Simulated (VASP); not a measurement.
Runs of VASP 6.6.1 on TlGaSe3. The structure is that of space group Pm-3m (No. 221), or close to it. The cells are those of the table. 

```csv
task,cell,k mesh,cutoff (eV),gap on the mesh (eV),pressure (GPa)
single point,"a = 4.932 Å, 5 atoms",4 × 4 × 4,520,none,5.7
relaxation of cell and atoms,"relaxed from a = 4.932 Å, 5 atoms",4 × 4 × 4,600,none,0.0
single point,"a = 5.107 Å, 5 atoms",4 × 4 × 4,520,none,(a)
relaxation of cell and atoms,"relaxed from a = 5.107 Å, 5 atoms",8 × 8 × 8,600,none,0.0
single point,"a = 5.103 Å, 5 atoms",8 × 8 × 8,520,none,0.0
```

Alike in all rows: level PBE; potentials or basis VASP PAW PBE potentials, release 64 (Tl_d, Ga_d, Se); no spin polarisation; smearing gaussian 0.1 eV.

**Question.** Estimate the missing entries.

**Answer.** (a) 0.2.

Caveats: spin-orbit coupling is left out, which moves the levels of the heavy elements; the cell stands under pressure (at least some runs); the relaxation stopped at its first step, so nothing moved (at least some runs).

A k mesh can miss the band edges, and the runs leave out spin-orbit coupling on Ga, Se, Tl.

A gap of «none» marks levels without a gap at the run's occupations.
